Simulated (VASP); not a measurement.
# TaN (P-62m) in VASP: notebook, part 3 of 3

VASP 6.6.1. Earlier steps stand in the parts before.

**4. Single point, PBE**

This run uses another cell than the first one, of 11.17 Å³/atom, 1.053 times its volume.

Input file INCAR:

```
SYSTEM = TaN
ALGO = Normal
EDIFF = 1E-7
ENCUT = 520
GGA = PE
ISIF = 2
ISMEAR = -1
LASPH = .TRUE.
LCHARG = .FALSE.
LREAL = .FALSE.
LWAVE = .FALSE.
NBANDS = 33
NELM = 80
PREC = Accurate
SIGMA = 0.05
```

Input file KPOINTS:

```
k-points
0
G
  6 6 9
  0 0 0
```

Input file POSCAR:

```
TaN
1.0
    5.1706827730      0.0000000000      0.0000000000
   -2.5853413865      4.4779426364      0.0000000000
    0.0000000000      0.0000000000      2.8958078245
Ta N
3 3
Direct
    0.0000000000      0.0000000000      0.0000000000
    0.6666666667      0.3333333333      0.5000000000
    0.3333333333      0.6666666667      0.5000000000
    0.0000000000      0.3938342980      0.0000000000
    0.6061657020      0.6061657020      0.0000000000
    0.3938342980      0.0000000000      0.0000000000
```

Potentials or basis: VASP PAW PBE potentials, release 64 (Ta_pv, N).

Run with:

```sh
cat potpaw_PBE.64/Ta_pv/POTCAR potpaw_PBE.64/N/POTCAR > POTCAR
mpirun -np 1 vasp_std > vasp.out
```

OUTCAR:

```text
SYSTEM = TaN
   EDIFF = 1E-7
   ENCUT = 520
   GGA = PE
   ISIF = 2
   ISMEAR = -1
   LASPH = .TRUE.
   LREAL = .FALSE.
   NELM = 80
   PREC = Accurate

 ion  position               nearest neighbor table
   1  0.000  0.000  0.000-   6 2.04   5 2.04   4 2.04   3 3.32   2 3.32   2 3.32   3 3.32   2 3.32
                             2 3.32   3 3.32   3 3.32   2 3.32   2 3.32   3 3.32   3 3.32
   2  0.667  0.333  0.500-   4 2.15   4 2.15   6 2.15   6 2.15   5 2.15   5 2.15   3 2.99   3 2.99
                             3 2.99   1 3.32   1 3.32   1 3.32   1 3.32   1 3.32   1 3.32
   3  0.333  0.667  0.500-   6 2.15   6 2.15   4 2.15   4 2.15   5 2.15   5 2.15   2 2.99   2 2.99
                             2 2.99   1 3.32   1 3.32   1 3.32   1 3.32   1 3.32   1 3.32
   4  0.000  0.394  0.000-   1 2.04   2 2.15   2 2.15   3 2.15   3 2.15
   5  0.606  0.606  0.000-   1 2.04   3 2.15   3 2.15   2 2.15   2 2.15
   6  0.394  0.000  0.000-   1 2.04   3 2.15   3 2.15   2 2.15   2 2.15

  LATTYP: Found a hexagonal cell.
 ALAT       =     5.1706827730
 C/A-ratio  =     0.5600436058

  Lattice vectors:

 A1 = (   5.1706827730,   0.0000000000,   0.0000000000)
 A2 = (  -2.5853413865,   4.4779426364,   0.0000000000)
 A3 = (   0.0000000000,   0.0000000000,   2.8958078245)

Analysis of symmetry for initial positions (statically):
=====================================================================
 Subroutine PRICEL returns:
 Original cell was already a primitive cell.

 Routine SETGRP: Setting up the symmetry group for a
 hexagonal supercell.

 Subroutine GETGRP returns: Found 12 space group operations
 (whereof 12 operations were pure point group operations)
 out of a pool of 24 trial point group operations.

The static configuration has the point symmetry D_3h.

Analysis of symmetry for dynamics (positions and initial velocities):
=====================================================================
 Subroutine PRICEL returns:
 Original cell was already a primitive cell.

 Routine SETGRP: Setting up the symmetry group for a
 hexagonal supercell.

 Subroutine GETGRP returns: Found 12 space group operations
 (whereof 12 operations were pure point group operations)
 out of a pool of 24 trial point group operations.

The dynamic configuration has the point symmetry D_3h.

 Subroutine INISYM returns: Found 12 space group operations
 (whereof 12 operations are pure point group operations),
 and found     1 'primitive' translations

----------------------------------------------------------------------------------------

                                     Primitive cell

  volume of cell :      67.0496

  direct lattice vectors                    reciprocal lattice vectors
     5.170682773  0.000000000  0.000000000     0.193398057  0.111658420  0.000000000
    -2.585341387  4.477942636  0.000000000     0.000000000  0.223316840  0.000000000
     0.000000000  0.000000000  2.895807824     0.000000000  0.000000000  0.345326783

  length of vectors
     5.170682773  5.170682773  2.895807824     0.223316840  0.223316840  0.345326783

  position of ions in fractional coordinates (direct lattice)
     0.000000000  0.000000000  0.000000000
     0.666666667  0.333333333  0.500000000
     0.333333333  0.666666667  0.500000000
     0.000000000  0.393834298  0.000000000
[... 33 lines left out ...]
 Subroutine IBZKPT returns following result:
 ===========================================

 Found     35 irreducible k-points:

 Following reciprocal coordinates:
            Coordinates               Weight
  0.000000  0.000000  0.000000      1.000000
  0.166667 -0.000000  0.000000      6.000000
  0.333333  0.000000  0.000000      6.000000
  0.500000  0.000000  0.000000      3.000000
  0.166667  0.166667  0.000000      6.000000
  0.333333  0.166667  0.000000     12.000000
[... 16 lines left out ...]
  0.166667 -0.000000  0.333333     12.000000
  0.333333  0.000000  0.333333     12.000000
 [... further k-points ...]
   k-points           NKPTS =     35   k-points in BZ     NKDIM =     35   number of bands    NBANDS=     33
   number of dos      NEDOS =    301   number of ions     NIONS =      6
   total plane-waves  NPLWV =  38400
   dimension x,y,z NGX =    40 NGY =   40 NGZ =   24
   dimension x,y,z NGXF=    80 NGYF=   80 NGZF=   48
   ions per type =               3   3
   NGX,Y,Z   is equivalent  to a cutoff of  12.86, 12.86, 13.78 a.u.
   NGXF,Y,Z  is equivalent  to a cutoff of  25.72, 25.72, 27.56 a.u.
 SYSTEM =  TaN
   PREC   = accura    normal or accurate (medium, high low for compatibility)
   ISTART =      0    job   : 0-new  1-cont  2-samecut
   ICHARG =      2    charge: 1-file 2-atom 10-const
   ISPIN  =      1    spin polarized calculation?
   LNONCOLLINEAR =      F non collinear calculations
   LSORBIT =      F    spin-orbit coupling
   LASPH  =      T    aspherical Exc in radial PAW
   ENCUT  =  520.0 eV  38.22 Ry    6.18 a.u.   9.61  9.61  5.38*2*pi/ulx,y,z
   NELM   =     80;   NELMIN=  2; NELMDL= -5     # of ELM steps
   EDIFF  = 0.1E-06   stopping-criterion for ELM
   LREAL  =      F    real-space projection
   EDIFFG = 0.1E-05   stopping-criterion for IOM
   NSW    =      0    number of steps for IOM
   IBRION =     -1    ionic relax: 0-MD 1-quasi-New 2-CG
   NFREE  =      0    steps in history (QN), initial steepest desc. (CG)
   ISIF   =      2    stress and relaxation
   ISYM   =      2    0-nonsym 1-usesym 2-fastsym
   POTIM  = 0.5000    time-step for ionic-motion
   TEBEG  =    0.0;   TEEND  =   0.0 temperature during run
   PSTRESS=    0.0 pullay stress
   NELECT =      48.0000    total number of electrons
   NUPDOWN=      -1.0000    fix difference up-down
   EMIN   =  10.00;   EMAX   =-10.00  energy-range for DOS
   EFERMI =   0.00;   METHOD = LEGACY
   ISMEAR =    -1;   SIGMA  =   0.05  broadening in eV -4-tet -1-fermi 0-gaus
   EFERMI_NEDOS =   21; number of points for ismear=-14 and -15
   IALGO  =     38    algorithm
   IMIX   =      4    mixing-type and parameters
     AMIX     =   0.40;   BMIX     =  1.00
     AMIX_MAG =   1.60;   BMIX_MAG =  1.00
  volume/ion in A,a.u.               =      11.17        75.41
  Fermi-wavevector in a.u.,A,eV,Ry     =   1.464502  2.767507 29.181299  2.144765
  Thomas-Fermi vector in A             =   2.580470
   LORBIT       =      0    0 simple, 1 ext, 2 COOP (PROOUT), +10 PAW based schemes
   GGA     = PE    functional components
   LHFCALC =     F    Hartree Fock is set to
   AEXX    =    0.0000 exact exchange contribution
   IVDW    =     0    specifies the selected vdW correction
   LEPSILON=     F    determine dielectric tensor
   LRPA    =     F    only Hartree local field effects (RPA)
 non-spin polarized calculation
  energy-cutoff  :      520.00
  volume of cell :       67.05
 maximum number of plane-waves:      1840
 NGX is ok and might be reduce to    40
   NGX = 19   NGY = 19   NGZ = 11

 number of electron      48.0000000 magnetization

 Free energy of the ion-electron system (eV)
  ---------------------------------------------------
  ext. energy  EPLUGINS =         0.00000000
  ---------------------------------------------------
  free energy    TOTEN  =       -67.41740327 eV

  energy without entropy =      -67.41095173  energy(sigma->0) =      -67.41417750

 E-fermi :   8.4799     XC(G=0): -13.0867

 val. band max:        8.4611006973   @ k =   0.1667  -0.0000   0.3333
 cond. band min:       8.4837396717   @ k =   0.0000   0.0000   0.2222
 fundamental gap:      0.0226389744
 Fermi energy:         8.4799123677

 k-point     1 :       0.0000    0.0000    0.0000
  band No.  band energies     occupation
      1     -27.7425      2.00000
      2     -27.7425      2.00000
      3     -27.3742      2.00000
      4     -27.3742      2.00000
      5     -27.1859      2.00000
      6     -27.0720      2.00000
[... 853 lines left out ...]
     32      12.2896      0.00000
     33      13.6779      0.00000

 [... further k-points ...]
[... 5 lines left out ...]
  --------------------------------------------------------------------------------------
  -------------------------------------------------------------------------------------
  Total        4.5233215      4.5233215      4.4643889      0.0000000      0.0000000      0.0000000
  in kB      108.0866070    108.0866070    106.6783879      0.0000000      0.0000000      0.0000000
  external PRESSURE =     107.6172006 kB  Pullay stress =       0.0000000 kB

 VOLUME and BASIS-vectors are now :
 -----------------------------------------------------------------------------
  energy-cutoff  :      520.00
  volume of cell :       67.05
      direct lattice vectors                 reciprocal lattice vectors
     5.170682773  0.000000000  0.000000000     0.193398057  0.111658420  0.000000000
    -2.585341387  4.477942636  0.000000000     0.000000000  0.223316840  0.000000000
     0.000000000  0.000000000  2.895807824     0.000000000  0.000000000  0.345326783

 POSITION                                       TOTAL-FORCE (eV/Angst)
 -----------------------------------------------------------------------------------
      0.00000      0.00000      0.00000        -0.000000     -0.000000      0.000000
      2.58534      1.49265      1.44790        -0.000000     -0.000000      0.000000
     -0.00000      2.98530      1.44790        -0.000000     -0.000000      0.000000
     -1.01820      1.76357      0.00000        -0.003411      0.005909      0.000000
      1.56715      2.71438      0.00000        -0.003411     -0.005909      0.000000
      2.03639      0.00000      0.00000         0.006823     -0.000000     -0.000000
 -----------------------------------------------------------------------------------
    total drift:                               -0.000002     -0.000003      0.000000

  FREE ENERGIE OF THE ION-ELECTRON SYSTEM (eV)
  ---------------------------------------------------
  free  energy   TOTEN  =       -67.4174032675 eV

  energy  without entropy=      -67.4109517299  energy(sigma->0) =      -67.41417750
```

OSZICAR:

```text
N       E                     dE             d eps       ncg     rms          rms(c)
DAV:   1     0.447154294405E+03    0.44715E+03   -0.26150E+04  2310   0.153E+03
DAV:   2    -0.483592276975E+02   -0.49551E+03   -0.47222E+03  2609   0.451E+02
DAV:   3    -0.767098761483E+02   -0.28351E+02   -0.27892E+02  2771   0.104E+02
DAV:   4    -0.772895347833E+02   -0.57966E+00   -0.57461E+00  2859   0.146E+01
DAV:   5    -0.773035846319E+02   -0.14050E-01   -0.14030E-01  2980   0.178E+00    0.449E+01
DAV:   6    -0.676308109029E+02    0.96728E+01   -0.47916E+01  2932   0.375E+01    0.187E+01
DAV:   7    -0.674852600845E+02    0.14555E+00   -0.22850E+00  2809   0.834E+00    0.110E+01
DAV:   8    -0.674353814153E+02    0.49879E-01   -0.37297E-01  2883   0.371E+00    0.106E+00
DAV:   9    -0.674181333160E+02    0.17248E-01   -0.45655E-02  2968   0.157E+00    0.385E-01
DAV:  10    -0.674175732998E+02    0.56002E-03   -0.12651E-02  2827   0.566E-01    0.202E-01
DAV:  11    -0.674174480366E+02    0.12526E-03   -0.23992E-03  2912   0.300E-01    0.479E-02
DAV:  12    -0.674174033460E+02    0.44691E-04   -0.23752E-04  2825   0.930E-02    0.173E-02
DAV:  13    -0.674174032680E+02    0.78013E-07   -0.16574E-05  2905   0.239E-02    0.472E-03
DAV:  14    -0.674174032675E+02    0.49658E-09   -0.85076E-07  2707   0.628E-03
   1 F= -.67417403E+02 E0= -.67414177E+02  d E =-.645154E-02
```

Run time: 29 s. Hardware: 1 thread of Intel Xeon 6975P-C (Granite Rapids), shared host; peak memory 0.22 GiB.

Results:

```yaml
Free_energy: -67.4174 eV
Pressure: 10.8 GPa
Largest_force: 0.007 eV/Å
Band_gap_on_the_k_mesh: zero (band 24 reaches 10.26 eV, above the bottom of band 25 at 7.15 eV)
```

Forces in eV/Å, atoms in the order of the input:
```
Ta   0.000  0.000  0.000
Ta   0.000  0.000  0.000
Ta   0.000  0.000  0.000
N   -0.003  0.006  0.000
N   -0.003 -0.006  0.000
N    0.007  0.000  0.000
```

Caveat: spin-orbit coupling is left out, which moves the levels of the heavy elements.

**5. Single point, PBE**

This run uses another cell than the first one, of 11.34 Å³/atom, 1.069 times its volume.

Input file INCAR:

```
SYSTEM = TaN
  PREC = Accurate
  ENCUT = 520
  EDIFF = 1E-6
  ISMEAR = -1
  SIGMA = 0.05
  LREAL = .False.
  LASPH = .True.
  NELM = 80
  ALGO = Normal
  ISIF = 2
  LWAVE = .False.
  LCHARG = .False.
  GGA = PE
  NBANDS = 33
```

Input file KPOINTS:

```
regular mesh
0
Gamma
  6 6 9
  0 0 0
```

Input file POSCAR:

```
TaN
1.0
    5.1979864137      0.0000000000      0.0000000000
   -2.5989932069      4.5015882828      0.0000000000
    0.0000000000      0.0000000000      2.9080142748
Ta N
3 3
Direct
    0.0000000000      0.0000000000      0.0000000000
    0.6666666667      0.3333333333      0.5000000000
    0.3333333333      0.6666666667      0.5000000000
    0.0000000000      0.3931464427      0.0000000000
    0.6068535573      0.6068535573      0.0000000000
    0.3931464427      0.0000000000      0.0000000000
```

Run with:

```sh
cat potpaw_PBE.64/Ta_pv/POTCAR potpaw_PBE.64/N/POTCAR > POTCAR
mpirun -np 1 vasp_std > vasp.out
```

It took 29 s on 1 thread of Intel Xeon 6975P-C (Granite Rapids), shared host; peak memory 0.22 GiB.

Results (log left out):

| Quantity | Value |
| --- | --- |
| Free energy | -67.4693 eV |
| Pressure | 5.7 GPa |
| Largest force | 0.010 eV/Å |
| Band gap on the k mesh | zero (band 24 reaches 10.09 eV, above the bottom of band 25 at 7.00 eV) |

Forces in eV/Å, atoms in the order of the input:
```
Ta   0.000  0.000  0.000
Ta   0.000  0.000  0.000
Ta   0.000  0.000  0.000
N   -0.005  0.009  0.000
N   -0.005 -0.009  0.000
N    0.010  0.000  0.000
```

Stress tensor (GPa, compression positive):
```
5.80 0.00 0.00
0.00 5.80 0.00
0.00 0.00 5.62
```

Levels at points of the mesh, in eV from the Fermi level:
```tsv
k point	band 20	band 21	band 22	band 23	band 24	band 25	band 26	band 27	band 28	band 29
(0.00, 0.00, 0.00)	-4.99	-4.24	-3.31	-1.90	-0.90	-0.90	0.63	0.63	1.85	1.95
(0.50, 0.00, 0.00)	-4.58	-3.89	-3.85	-2.82	-2.60	1.24	1.84	1.94	2.45	2.47
```

Caveat: spin-orbit coupling is left out, which moves the levels of the heavy elements.

**6. Single point, PBE**

This run uses another cell than the first one, of 11.52 Å³/atom, 1.086 times its volume.

Input file INCAR:

```
PREC = Accurate ; ENCUT = 520
EDIFF = 1E-6 ; ISMEAR = -1
SIGMA = 0.05 ; LREAL = False
LASPH = True ; NELM = 60
ALGO = Normal ; ISIF = 2
LWAVE = False ; LCHARG = False
GGA = PE ; NBANDS = 33
```

Input file KPOINTS:

```
Automatic mesh
0
Gamma
  6 6 9
```

Input file POSCAR:

```
TaN
1.0
    5.2275932620      0.0000000000      0.0000000000
   -2.6137966310      4.5272285655      0.0000000000
    0.0000000000      0.0000000000      2.9210022427
Ta N
3 3
Direct
    0.0000000000      0.0000000000      0.0000000000
    0.6666666667      0.3333333333      0.5000000000
    0.3333333333      0.6666666667      0.5000000000
    0.0000000000      0.3924682660      0.0000000000
    0.6075317340      0.6075317340      0.0000000000
    0.3924682660      0.0000000000      0.0000000000
```

Potentials or basis: VASP PAW PBE potentials, release 64 (Ta_pv, N).

Run with:

```sh
cat potpaw_PBE.64/Ta_pv/POTCAR potpaw_PBE.64/N/POTCAR > POTCAR
mpirun -np 1 vasp_std > vasp.out
```

Run time: 31 s. Hardware: 1 thread of Intel Xeon 6975P-C (Granite Rapids), shared host; peak memory 0.22 GiB.

It converged, with:

* Free energy: -67.4916 eV
* Pressure: 0.7 GPa
* Largest force: 0.005 eV/Å
* Band gap on the k mesh: zero (band 24 reaches 9.91 eV, above the bottom of band 25 at 6.84 eV)

Forces on the atoms (eV/Å):
```
Ta   0.000  0.000  0.000
Ta   0.000  0.000  0.000
Ta   0.000  0.000  0.000
N   -0.002  0.004  0.000
N   -0.002 -0.004  0.000
N    0.005  0.000  0.000
```

Stress tensor (GPa, compression positive):
```
0.73 0.00 0.00
0.00 0.73 0.00
0.00 0.00 0.59
```

Levels at points of the mesh, in eV from the Fermi level:
```
           k point  band 22  band 23  band 24  band 25  band 26  band 27
(0.00, 0.00, 0.00)    -3.27    -1.88    -0.88    -0.88     0.64     0.64
(0.50, 0.00, 0.00)    -3.80    -2.79    -2.57     1.21     1.81     1.91
```

Caveat: spin-orbit coupling is left out, which moves the levels of the heavy elements.

**7. The runs side by side**

| cell | gap on the mesh (eV) | pressure (GPa) | largest force (eV/Å) |
| --- | --- | --- | --- |
| a = 5.075, b = 5.075, c = 2.854 Å, angles 90.0, 90.0, 120.0°, 6 atoms | none | 31.1 | 0.01 |
| a = 5.120, b = 5.120, c = 2.874 Å, angles 90.0, 90.0, 120.0°, 6 atoms | none | 20.9 | 0.01 |
| a = 5.171, b = 5.171, c = 2.896 Å, angles 90.0, 90.0, 120.0°, 6 atoms | none | 10.8 | 0.01 |
| a = 5.198, b = 5.198, c = 2.908 Å, angles 90.0, 90.0, 120.0°, 6 atoms | none | 5.7 | 0.01 |
| a = 5.228, b = 5.228, c = 2.921 Å, angles 90.0, 90.0, 120.0°, 6 atoms | none | 0.7 | - |

Alike in all rows: task single point; level PBE; potentials or basis VASP PAW PBE potentials, release 64 (Ta_pv, N); no spin polarisation; k mesh 6 × 6 × 9; cutoff (eV) 520; smearing fermi-dirac 0.05 eV.

Caveats: spin-orbit coupling is left out, which moves the levels of the heavy elements.

Absolute energies hang on the potentials; compare differences alone.
